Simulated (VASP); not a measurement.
# Ta in VASP: a series of runs

Runs on Ta. Level: PBE. Tasks: single point, relaxation of cell and atoms.

All numbers are computed with VASP 6.6.1; they aren't measurements. Logs are shortened: lines on timing, memory, paths and dates and some standing lists are left out, and cuts for length are marked.

## (1) The cell of the first run

The typed cell holds 1 atom: a = 2.811 Å, b = 2.811 Å, c = 2.897 Å, α = 90.00°, β = 90.00°, γ = 119.98°.

The cell was built from a structure type or drawn by symmetry, and may not be a known phase.

## (2) Single point, PBE

The input, INCAR:

```
SYSTEM = Ta
PREC = Accurate
ENCUT = 520
EDIFF = 1E-6
ISMEAR = 0
SIGMA = 0.1
LREAL = .FALSE.
LASPH = .TRUE.
NELM = 100
ALGO = Normal
ISIF = 2
LWAVE = .FALSE.
LCHARG = .FALSE.
GGA = PE
NBANDS = 12
```

The input, KPOINTS:

```
Automatic mesh
0
G
  8 8 6
  0 0 0
```

The input, POSCAR:

```
Ta
1.0
    1.4057608300     -2.4340970800      0.0000000000
    1.4057608300      2.4340970800      0.0000000000
    0.0000000000      0.0000000000      2.8966339500
Ta
1
Direct
    0.5000000000      0.5000000000      0.0000000000
```

Potentials or basis: VASP PAW PBE potentials, release 64 (Ta_pv).

Run with:

```console
$ cat potpaw_PBE.64/Ta_pv/POTCAR > POTCAR
$ mpirun -np 1 vasp_std > vasp.out
```

OUTCAR:

```text
SYSTEM = Ta
   PREC = Accurate
   ENCUT = 520
   EDIFF = 1E-6
   ISMEAR = 0
   LREAL = .FALSE.
   LASPH = .TRUE.
   NELM = 100
   ISIF = 2
   GGA = PE

 ion  position               nearest neighbor table
   1  0.500  0.500  0.000-

  LATTYP: Found a base centered orthorhombic cell.
 ALAT       =     2.8115216600
 B/A-ratio  =     1.7315157942
 C/A-ratio  =     1.0302726780

  Lattice vectors:

 A1 = (   1.4057608300,  -2.4340970800,   0.0000000000)
 A2 = (   1.4057608300,   2.4340970800,   0.0000000000)
 A3 = (   0.0000000000,   0.0000000000,   2.8966339500)

Analysis of symmetry for initial positions (statically):
=====================================================================
 Subroutine PRICEL returns:
 Original cell was already a primitive cell.

 Routine SETGRP: Setting up the symmetry group for a
 base centered orthorhombic supercell.

 Subroutine GETGRP returns: Found  8 space group operations
 (whereof  8 operations were pure point group operations)
 out of a pool of  8 trial point group operations.

The static configuration has the point symmetry D_2h.

Analysis of symmetry for dynamics (positions and initial velocities):
=====================================================================
 Subroutine PRICEL returns:
 Original cell was already a primitive cell.

 Routine SETGRP: Setting up the symmetry group for a
 base centered orthorhombic supercell.

 Subroutine GETGRP returns: Found  8 space group operations
 (whereof  8 operations were pure point group operations)
 out of a pool of  8 trial point group operations.

The dynamic configuration has the point symmetry D_2h.

 Subroutine INISYM returns: Found  8 space group operations
 (whereof  8 operations are pure point group operations),
 and found     1 'primitive' translations

----------------------------------------------------------------------------------------

                                     Primitive cell

  volume of cell :      19.8232

  direct lattice vectors                    reciprocal lattice vectors
     1.405760830 -2.434097080  0.000000000     0.355679280 -0.205414979  0.000000000
     1.405760830  2.434097080  0.000000000     0.355679280  0.205414979  0.000000000
     0.000000000  0.000000000  2.896633950     0.000000000  0.000000000  0.345228295

  length of vectors
     2.810870347  2.810870347  2.896633950     0.410734785  0.410734785  0.345228295

  position of ions in fractional coordinates (direct lattice)
     0.500000000  0.500000000  0.000000000

[... 84 lines left out ...]
   TEBEG  =    0.0;   TEEND  =   0.0 temperature during run
   PSTRESS=    0.0 pullay stress
   NELECT =      11.0000    total number of electrons
   NUPDOWN=      -1.0000    fix difference up-down
   EMIN   =  10.00;   EMAX   =-10.00  energy-range for DOS
   EFERMI =   0.00;   METHOD = LEGACY
   ISMEAR =     0;   SIGMA  =   0.10  broadening in eV -4-tet -1-fermi 0-gaus
   EFERMI_NEDOS =   21; number of points for ismear=-14 and -15
   IALGO  =     38    algorithm
   IMIX   =      4    mixing-type and parameters
     AMIX     =   0.40;   BMIX     =  1.00
     AMIX_MAG =   1.60;   BMIX_MAG =  1.00
  volume/ion in A,a.u.               =      19.82       133.77
  Fermi-wavevector in a.u.,A,eV,Ry     =   1.345286  2.542223 24.623762  1.809795
  Thomas-Fermi vector in A             =   2.473212
   LORBIT       =      0    0 simple, 1 ext, 2 COOP (PROOUT), +10 PAW based schemes
   GGA     = PE    functional components
   LHFCALC =     F    Hartree Fock is set to
   AEXX    =    0.0000 exact exchange contribution
   IVDW    =     0    specifies the selected vdW correction
   LEPSILON=     F    determine dielectric tensor
   LRPA    =     F    only Hartree local field effects (RPA)
 non-spin polarized calculation
 Gauss-broadening in eV      SIGMA  =   0.10
  energy-cutoff  :      520.00
  volume of cell :       19.82
 maximum number of plane-waves:       540
 NGX is ok and might be reduce to    24
   NGX = 11   NGY = 11   NGZ = 11

 number of electron      11.0000002 magnetization

 Free energy of the ion-electron system (eV)
  ---------------------------------------------------
  ext. energy  EPLUGINS =         0.00000000
  ---------------------------------------------------
  free energy    TOTEN  =       -11.00243562 eV

  energy without entropy =      -10.99572086  energy(sigma->0) =      -10.99907824

 E-fermi :   5.2101     XC(G=0): -12.0374

 val. band max:        5.2073453277   @ k =   0.3750   0.2500   0.3333
 cond. band min:       5.4028217982   @ k =  -0.3750   0.1250   0.3333
 fundamental gap:      0.1954764704
 Fermi energy:         5.2101194607

 k-point     1 :       0.0000    0.0000    0.0000
  band No.  band energies     occupation
      1     -28.7031      2.00000
      2     -28.4095      2.00000
      3     -28.4088      2.00000
      4      -2.7264      2.00000
      5       2.2802      2.00000
      6       5.7036      0.00000
      7       5.7112      0.00000
      8      10.9866      0.00000
      9      10.9884      0.00000
     10      17.1564      0.00000
     11      18.3100      0.00000
     12      19.2996      0.00000
[... 331 lines left out ...]
 k-point    24 :       0.2500    0.0000    0.1667
  band No.  band energies     occupation
      1     -29.0968      2.00000
      2     -28.7994      2.00000
      3     -28.5546      2.00000
      4      -0.0221      2.00000
      5       3.3658      2.00000
      6       4.8491      2.00000
      7       7.2748      0.00000
      8       8.1980      0.00000
      9       9.6547      0.00000
     10      18.6888      0.00000
     11      19.2773      0.00000
     12      19.6200      0.00000

 [... further k-points ...]

------------------------ aborting loop because EDIFF is reached ----------------------------------------

  FORCE on cell =-STRESS in cart. coord.  units (eV):
  Direction    XX          YY          ZZ          XY          YZ          ZX
  --------------------------------------------------------------------------------------
  -------------------------------------------------------------------------------------
  Total        1.4827723      1.4821443     -2.6362859      0.0000000      0.0000000      0.0000000
  in kB      119.8428440    119.7920842   -213.0738428      0.0000000      0.0000000      0.0000000
  external PRESSURE =       8.8536951 kB  Pullay stress =       0.0000000 kB

 VOLUME and BASIS-vectors are now :
 -----------------------------------------------------------------------------
  energy-cutoff  :      520.00
  volume of cell :       19.82
      direct lattice vectors                 reciprocal lattice vectors
     1.405760830 -2.434097080  0.000000000     0.355679280 -0.205414979  0.000000000
     1.405760830  2.434097080  0.000000000     0.355679280  0.205414979  0.000000000
     0.000000000  0.000000000  2.896633950     0.000000000  0.000000000  0.345228295

 POSITION                                       TOTAL-FORCE (eV/Angst)
 -----------------------------------------------------------------------------------
      1.40576      0.00000      0.00000        -0.000000      0.000000      0.000000
 -----------------------------------------------------------------------------------
    total drift:                               -0.000000     -0.000000     -0.000000

  FREE ENERGIE OF THE ION-ELECTRON SYSTEM (eV)
  ---------------------------------------------------
  free  energy   TOTEN  =       -11.0024356225 eV

  energy  without entropy=      -10.9957208634  energy(sigma->0) =      -10.99907824
```

Wall time 12 s (1 thread of Intel Xeon Platinum 8259CL at 2.50GHz (Skylake/Cascade Lake), shared host); peak memory 0.15 GiB.

What came out:

- Free energy: -11.0024 eV
- Pressure: 0.9 GPa
- Band gap on the k mesh: zero (an odd number of electrons rules out a gap without spin polarisation)

Caveat: the k points lie up to 0.36 Å⁻¹ apart, too coarse for converged energies and pressures of a metal; spin-orbit coupling is left out, which moves the levels of the heavy elements.

## (3) Single point, PBE

This run uses another cell than the first one, of 19.92 Å³/atom.

The input, INCAR:

```
SYSTEM = Ta
PREC = Accurate
ENCUT = 520
EDIFF = 1E-6
ISMEAR = 0
SIGMA = 0.1
LREAL = .FALSE.
LASPH = .TRUE.
NELM = 80
ALGO = Normal
ISIF = 2
LWAVE = .FALSE.
LCHARG = .TRUE.
GGA = PE
LELF = .TRUE.
LVHAR = .TRUE.
NBANDS = 12
```

KPOINTS is that of step 2.

The input, POSCAR:

```
Ta
1.0
    1.4502035546     -2.5113988216      0.0000000000
    1.4502035546      2.5113988216      0.0000000000
    0.0000000000      0.0000000000      2.7350266757
Ta
1
Direct
    0.5000000000      0.5000000000      0.0000000000
```

Potentials or basis: VASP PAW PBE potentials, release 64 (Ta_pv).

Run with:

```console
$ cat potpaw_PBE.64/Ta_pv/POTCAR > POTCAR
$ mpirun -np 1 vasp_std > vasp.out
```

OUTCAR:

```text
SYSTEM = Ta
   PREC = Accurate
   ENCUT = 520
   EDIFF = 1E-6
   ISMEAR = 0
   LREAL = .FALSE.
   LASPH = .TRUE.
   NELM = 80
   ISIF = 2
   GGA = PE

 ion  position               nearest neighbor table
   1  0.500  0.500  0.000-

  LATTYP: Found a base centered orthorhombic cell.
 ALAT       =     2.9004071092
 B/A-ratio  =     1.7317560791
 C/A-ratio  =     0.9429802689

  Lattice vectors:

 A1 = (   1.4502035546,  -2.5113988216,   0.0000000000)
 A2 = (   1.4502035546,   2.5113988216,   0.0000000000)
 A3 = (   0.0000000000,   0.0000000000,   2.7350266757)

Analysis of symmetry for initial positions (statically):
=====================================================================
 Subroutine PRICEL returns:
 Original cell was already a primitive cell.

 Routine SETGRP: Setting up the symmetry group for a
 base centered orthorhombic supercell.

 Subroutine GETGRP returns: Found  8 space group operations
 (whereof  8 operations were pure point group operations)
 out of a pool of  8 trial point group operations.

The static configuration has the point symmetry D_2h.

Analysis of symmetry for dynamics (positions and initial velocities):
=====================================================================
 Subroutine PRICEL returns:
 Original cell was already a primitive cell.

 Routine SETGRP: Setting up the symmetry group for a
 base centered orthorhombic supercell.

 Subroutine GETGRP returns: Found  8 space group operations
 (whereof  8 operations were pure point group operations)
 out of a pool of  8 trial point group operations.

The dynamic configuration has the point symmetry D_2h.

 Subroutine INISYM returns: Found  8 space group operations
 (whereof  8 operations are pure point group operations),
 and found     1 'primitive' translations

----------------------------------------------------------------------------------------

                                     Primitive cell

  volume of cell :      19.9222

  direct lattice vectors                    reciprocal lattice vectors
     1.450203555 -2.511398822  0.000000000     0.344779185 -0.199092233  0.000000000
     1.450203555  2.511398822  0.000000000     0.344779185  0.199092233  0.000000000
     0.000000000  0.000000000  2.735026676     0.000000000  0.000000000  0.365627147

  length of vectors
     2.900036964  2.900036964  2.735026676     0.398133651  0.398133651  0.365627147

  position of ions in fractional coordinates (direct lattice)
     0.500000000  0.500000000  0.000000000

  ion indices of the primitive-cell ions
   primitive index   ion index
                 1           1

----------------------------------------------------------------------------------------

 KPOINTS: Automatic mesh

Automatic generation of k-mesh.
 Grid dimensions read from file:
 generate k-points for:    8    8    6

 Generating k-lattice:

  Cartesian coordinates                     Fractional coordinates (reciprocal lattice)
     0.043097398 -0.024886529  0.000000000     0.125000000  0.000000000  0.000000000
     0.043097398  0.024886529  0.000000000     0.000000000  0.125000000  0.000000000
     0.000000000  0.000000000  0.060937858     0.000000000  0.000000000  0.166666667

  Length of vectors
     0.049766706  0.049766706  0.060937858

  Shift w.r.t. Gamma in fractional coordinates (k-lattice)
     0.000000000  0.000000000  0.000000000

 Subroutine IBZKPT returns following result:
 ===========================================

 Found     84 irreducible k-points:

 Following reciprocal coordinates:
            Coordinates               Weight
  0.000000  0.000000  0.000000      1.000000
  0.125000  0.000000  0.000000      4.000000
  0.250000  0.000000  0.000000      4.000000
  0.375000  0.000000  0.000000      4.000000
  0.500000  0.000000  0.000000      2.000000
  0.125000  0.125000  0.000000      2.000000
[... 16 lines left out ...]
  0.125000  0.000000  0.166667      8.000000
  0.250000  0.000000  0.166667      8.000000
 [... further k-points ...]
   k-points           NKPTS =     84   k-points in BZ     NKDIM =     84   number of bands    NBANDS=     12
   number of dos      NEDOS =    301   number of ions     NIONS =      1
   total plane-waves  NPLWV =  11520
   dimension x,y,z NGX =    24 NGY =   24 NGZ =   20
   dimension x,y,z NGXF=    48 NGYF=   48 NGZF=   40
   ions per type =               1
   NGX,Y,Z   is equivalent  to a cutoff of  13.76, 13.76, 12.16 a.u.
   NGXF,Y,Z  is equivalent  to a cutoff of  27.52, 27.52, 24.31 a.u.
 SYSTEM =  Ta
   PREC   = accura    normal or accurate (medium, high low for compatibility)
   ISTART =      0    job   : 0-new  1-cont  2-samecut
   ICHARG =      2    charge: 1-file 2-atom 10-const
   ISPIN  =      1    spin polarized calculation?
   LNONCOLLINEAR =      F non collinear calculations
   LSORBIT =      F    spin-orbit coupling
   LASPH  =      T    aspherical Exc in radial PAW
   ENCUT  =  520.0 eV  38.22 Ry    6.18 a.u.   5.39  5.39  5.09*2*pi/ulx,y,z
   NELM   =     80;   NELMIN=  2; NELMDL= -5     # of ELM steps
   EDIFF  = 0.1E-05   stopping-criterion for ELM
   LREAL  =      F    real-space projection
   EDIFFG = 0.1E-04   stopping-criterion for IOM
   NSW    =      0    number of steps for IOM
   IBRION =     -1    ionic relax: 0-MD 1-quasi-New 2-CG
   NFREE  =      0    steps in history (QN), initial steepest desc. (CG)
   ISIF   =      2    stress and relaxation
   ISYM   =      2    0-nonsym 1-usesym 2-fastsym
   POTIM  = 0.5000    time-step for ionic-motion
   TEBEG  =    0.0;   TEEND  =   0.0 temperature during run
   PSTRESS=    0.0 pullay stress
   NELECT =      11.0000    total number of electrons
   NUPDOWN=      -1.0000    fix difference up-down
   EMIN   =  10.00;   EMAX   =-10.00  energy-range for DOS
   EFERMI =   0.00;   METHOD = LEGACY
   ISMEAR =     0;   SIGMA  =   0.10  broadening in eV -4-tet -1-fermi 0-gaus
   EFERMI_NEDOS =   21; number of points for ismear=-14 and -15
   IALGO  =     38    algorithm
   IMIX   =      4    mixing-type and parameters
     AMIX     =   0.40;   BMIX     =  1.00
     AMIX_MAG =   1.60;   BMIX_MAG =  1.00
  volume/ion in A,a.u.               =      19.92       134.44
  Fermi-wavevector in a.u.,A,eV,Ry     =   1.343055  2.538005 24.542128  1.803796
  Thomas-Fermi vector in A             =   2.471159
   LORBIT       =      0    0 simple, 1 ext, 2 COOP (PROOUT), +10 PAW based schemes
   GGA     = PE    functional components
   LHFCALC =     F    Hartree Fock is set to
   AEXX    =    0.0000 exact exchange contribution
   IVDW    =     0    specifies the selected vdW correction
   LEPSILON=     F    determine dielectric tensor
   LRPA    =     F    only Hartree local field effects (RPA)
 non-spin polarized calculation
 Gauss-broadening in eV      SIGMA  =   0.10
  energy-cutoff  :      520.00
  volume of cell :       19.92
 maximum number of plane-waves:       551
 NGX is ok and might be reduce to    24
   NGX = 11   NGY = 11   NGZ = 11

 number of electron      11.0000003 magnetization

 Free energy of the ion-electron system (eV)
  ---------------------------------------------------
  ext. energy  EPLUGINS =         0.00000000
  ---------------------------------------------------
  free energy    TOTEN  =       -11.13023823 eV

  energy without entropy =      -11.12646807  energy(sigma->0) =      -11.12835315

 E-fermi :   4.9757     XC(G=0): -12.0384

 val. band max:        4.9488122901   @ k =  -0.3750   0.3750   0.0000
 cond. band min:       5.1183822322   @ k =   0.1250   0.0000   0.1667
 fundamental gap:      0.1695699422
 Fermi energy:         4.9756616067

 k-point     1 :       0.0000    0.0000    0.0000
  band No.  band energies     occupation
      1     -28.6804      2.00000
      2     -28.6801      2.00000
      3     -28.5289      2.00000
      4      -2.7378      2.00000
      5       2.2602      2.00000
      6       5.5169      0.00000
      7       5.5207      0.00000
      8      11.0818      0.00000
      9      11.0826      0.00000
     10      17.5308      0.00000
     11      19.0799      0.00000
     12      19.1646      0.00000
[... 331 lines left out ...]
 k-point    24 :       0.2500    0.0000    0.1667
  band No.  band energies     occupation
      1     -29.1787      2.00000
      2     -28.7776      2.00000
      3     -28.7744      2.00000
      4      -0.0710      2.00000
      5       3.5107      2.00000
      6       4.6306      2.00000
      7       7.6580      0.00000
      8       7.7957      0.00000
      9       9.4705      0.00000
     10      19.1091      0.00000
     11      19.1413      0.00000
     12      19.6568      0.00000

 [... further k-points ...]

------------------------ aborting loop because EDIFF is reached ----------------------------------------

  FORCE on cell =-STRESS in cart. coord.  units (eV):
  Direction    XX          YY          ZZ          XY          YZ          ZX
  --------------------------------------------------------------------------------------
  -------------------------------------------------------------------------------------
  Total       -0.0172592     -0.0152731     -0.0248506      0.0000000      0.0000000      0.0000000
  in kB       -1.3880181     -1.2282944     -1.9985361      0.0000000      0.0000000      0.0000000
  external PRESSURE =      -1.5382829 kB  Pullay stress =       0.0000000 kB

 VOLUME and BASIS-vectors are now :
 -----------------------------------------------------------------------------
  energy-cutoff  :      520.00
  volume of cell :       19.92
      direct lattice vectors                 reciprocal lattice vectors
     1.450203555 -2.511398822  0.000000000     0.344779185 -0.199092233  0.000000000
     1.450203555  2.511398822  0.000000000     0.344779185  0.199092233  0.000000000
     0.000000000  0.000000000  2.735026676     0.000000000  0.000000000  0.365627147

 POSITION                                       TOTAL-FORCE (eV/Angst)
 -----------------------------------------------------------------------------------
      1.45020      0.00000      0.00000         0.000000      0.000000      0.000000
 -----------------------------------------------------------------------------------
    total drift:                               -0.000000     -0.000000     -0.000000

  FREE ENERGIE OF THE ION-ELECTRON SYSTEM (eV)
  ---------------------------------------------------
  free  energy   TOTEN  =       -11.1302382325 eV

  energy  without entropy=      -11.1264680729  energy(sigma->0) =      -11.12835315
```

stdout:

```text
POSCAR found type information on POSCAR Ta
 POSCAR found :  1 types and       1 ions
 scaLAPACK will be used
 LDA part: xc-table for (Slater+PW92), standard interpolation
 POSCAR, INCAR and KPOINTS ok, starting setup
 FFT: planning ... GRIDC
 FFT: planning ... GRID_SOFT
 FFT: planning ... GRID
 WAVECAR not read
 entering main loop
```

Run time: 10 s. Hardware: 1 thread of Intel Xeon Platinum 8259CL at 2.50GHz (Skylake/Cascade Lake), shared host; peak memory 0.14 GiB.

Results:

* Free energy: -11.1302 eV
* Pressure: -0.2 GPa
* Band gap on the k mesh: zero (an odd number of electrons rules out a gap without spin polarisation)

Caveat: the k points lie up to 0.38 Å⁻¹ apart, too coarse for converged energies and pressures of a metal; spin-orbit coupling is left out, which moves the levels of the heavy elements.

(Part 1 of 2 ends here.)
